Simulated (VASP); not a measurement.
# Ir (I4/mmm) in VASP: a series of runs, part 2 of 2

VASP 6.6.1. The steps go on from the part before.

## 3. Single point, PBE (zz strain of +1 %)

INCAR

```
ALGO     = Normal         # electronic algorithm
EDIFF    = 1E-7           # SCF threshold, eV
ENCUT    = 520            # plane-wave cutoff, eV
GGA      = PE             # functional
ISIF     = 2              # what is computed and relaxed
ISMEAR   = -1             # smearing method
LASPH    = True           # aspherical terms in the spheres
LCHARG   = False          # write CHGCAR
LREAL    = False          # projectors in reciprocal space
LWAVE    = False          # write WAVECAR
NBANDS   = 10             # bands
NELM     = 60             # most SCF steps
PREC     = Accurate       # precision mode
SIGMA    = 0.05           # smearing width, eV
```

KPOINTS

```
k-points
0
Gamma
  15 15 15
```

POSCAR

```
Ir
1.0
    0.0000000000      1.9197000000      1.9388970000
    1.9197000000      0.0000000000      1.9388970000
    1.9197000000      1.9197000000      0.0000000000
Ir
1
Direct
    0.0000000000      0.0000000000      0.0000000000
```

Potentials or basis: VASP PAW PBE potentials, release 64 (Ir).

Launch:

```
$ cat potpaw_PBE.64/Ir/POTCAR > POTCAR
$ mpirun -np 1 vasp_std > vasp.out
```

OUTCAR:

```text
EDIFF = 1E-7
   ENCUT = 520
   GGA = PE
   ISIF = 2
   ISMEAR = -1
   LASPH = True
   LREAL = False
   NELM = 60
   PREC = Accurate

 ion  position               nearest neighbor table
   1  0.000  0.000  0.000-

  LATTYP: Found a body centered tetragonal cell.
 ALAT       =     2.7148657757
 C/A-ratio  =     1.4283556980

  Lattice vectors:

 A1 = (  -1.9197000000,   0.0000000000,   1.9388970000)
 A2 = (   1.9197000000,   0.0000000000,   1.9388970000)
 A3 = (   0.0000000000,   1.9197000000,  -1.9388970000)

Analysis of symmetry for initial positions (statically):
=====================================================================
 Subroutine PRICEL returns:
 Original cell was already a primitive cell.

 Routine SETGRP: Setting up the symmetry group for a
 body centered tetragonal supercell.

 Subroutine GETGRP returns: Found 16 space group operations
 (whereof 16 operations were pure point group operations)
 out of a pool of 16 trial point group operations.

The static configuration has the point symmetry D_4h.

Analysis of symmetry for dynamics (positions and initial velocities):
=====================================================================
[... 158 lines left out ...]
 cond. band min:      10.2893325131   @ k =  -0.3333   0.2667   0.0667
 fundamental gap:      0.0140783982
 Fermi energy:        10.2776094880

 k-point     1 :       0.0000    0.0000    0.0000
  band No.  band energies     occupation
      1      -0.7790      2.00000
      2       6.3190      2.00000
      3       6.4473      2.00000
      4       6.4473      2.00000
      5       8.9629      2.00000
      6       9.1348      2.00000
      7      24.5789      0.00000
      8      29.8966      0.00000
      9      30.2086      0.00000
     10      30.2086      0.00000
[... 287 lines left out ...]
 k-point    24 :       0.2000    0.1333    0.0000
  band No.  band energies     occupation
      1       0.8369      2.00000
      2       5.3242      2.00000
      3       7.1780      2.00000
      4       7.3167      2.00000
      5       8.0052      2.00000
      6       9.5725      2.00000
      7      27.2201      0.00000
      8      27.3061      0.00000
      9      30.3757      0.00000
     10      30.8682      0.00000

 [... further k-points ...]
[... 5 lines left out ...]
  --------------------------------------------------------------------------------------
  -------------------------------------------------------------------------------------
  Total        0.6207978      0.6207978      0.2795909      0.0000000      0.0000000     -0.0000000
  in kB       69.6000068     69.6000068     31.3460007      0.0000000      0.0000000     -0.0000000
  external PRESSURE =      56.8486715 kB  Pullay stress =       0.0000000 kB

 VOLUME and BASIS-vectors are now :
 -----------------------------------------------------------------------------
  energy-cutoff  :      520.00
  volume of cell :       14.29
      direct lattice vectors                 reciprocal lattice vectors
     0.000000000  1.919700000  1.938897000    -0.260457363  0.260457363  0.257878577
     1.919700000  0.000000000  1.938897000     0.260457363 -0.260457363  0.257878577
     1.919700000  1.919700000  0.000000000     0.260457363  0.260457363 -0.257878577

 POSITION                                       TOTAL-FORCE (eV/Angst)
 -----------------------------------------------------------------------------------
      0.00000      0.00000      0.00000         0.000000      0.000000      0.000000
 -----------------------------------------------------------------------------------
    total drift:                                0.000000      0.000000      0.000000

  FREE ENERGIE OF THE ION-ELECTRON SYSTEM (eV)
  ---------------------------------------------------
  free  energy   TOTEN  =        -8.8542666643 eV

  energy  without entropy=       -8.8461492737  energy(sigma->0) =       -8.85020797
```

It took 21 s on 1 thread of Intel Xeon 6975P-C, shared host; peak memory 0.16 GiB.

What came out:

| Quantity | Value |
| --- | --- |
| Free energy | -8.8543 eV |
| Pressure | 5.7 GPa |

Caveat: the cell differs from its parent crystal (zz strain of +1 %); spin-orbit coupling is left out, which moves the levels of the heavy elements.

## 4. Single point, PBE (zz strain of +3 %)

INCAR

```
SYSTEM = Ir
  PREC = Accurate
  ENCUT = 520
  EDIFF = 1E-7
  ISMEAR = -1
  SIGMA = 0.05
  LREAL = .FALSE.
  LASPH = .TRUE.
  NELM = 80
  ALGO = Normal
  ISIF = 2
  LWAVE = .FALSE.
  LCHARG = .FALSE.
  GGA = PE
  NBANDS = 10
```

KPOINTS

```
Automatic mesh
0
G
  15 15 15
  0 0 0
```

POSCAR

```
Ir
1.0
    0.0000000000      1.9197000000      1.9772910000
    1.9197000000      0.0000000000      1.9772910000
    1.9197000000      1.9197000000      0.0000000000
Ir
1
Direct
    0.0000000000      0.0000000000      0.0000000000
```

Launch:

```
$ cat potpaw_PBE.64/Ir/POTCAR > POTCAR
$ mpirun -np 1 vasp_std > vasp.out
```

It took 20 s on 1 thread of Intel Xeon 6975P-C, shared host; peak memory 0.16 GiB.

Results (log left out):

| Property | Result |
| --- | --- |
| Free energy | -8.8495 eV |
| Pressure | -1.2 GPa |

Stress tensor (GPa, compression positive):
```
 2.39  0.00  0.00
 0.00  2.39  0.00
 0.00  0.00 -8.40
```

Levels at points of the mesh, in eV from the Fermi level:
```
           k point  band 2  band 3  band 4  band 5  band 6  band 7
(0.00, 0.00, 0.00)   -3.99   -3.62   -3.62   -1.44   -0.94   14.36
```

Caveat: the cell differs from its parent crystal (zz strain of +3 %); spin-orbit coupling is left out, which moves the levels of the heavy elements.

## 5. Overview

| cell | gap on the mesh (eV) | pressure (GPa) |
| --- | --- | --- |
| a = 2.701, b = 2.701, c = 2.688 Å, angles 60.2, 60.2, 59.7°, 1 atom | none | 18.0 |
| a = 2.728, b = 2.728, c = 2.715 Å, angles 60.2, 60.2, 59.7°, 1 atom | none | 5.7 |
| a = 2.756, b = 2.756, c = 2.715 Å, angles 60.5, 60.5, 59.0°, 1 atom | none | -1.2 |

Alike in all rows: task single point; level PBE; potentials or basis VASP PAW PBE potentials, release 64 (Ir); no spin polarisation; k mesh 15 × 15 × 15; cutoff (eV) 520; smearing fermi-dirac 0.05 eV.

Caveats: spin-orbit coupling is left out, which moves the levels of the heavy elements.

Total energies depend on the potentials used, so only differences within one code and one set of settings carry meaning.
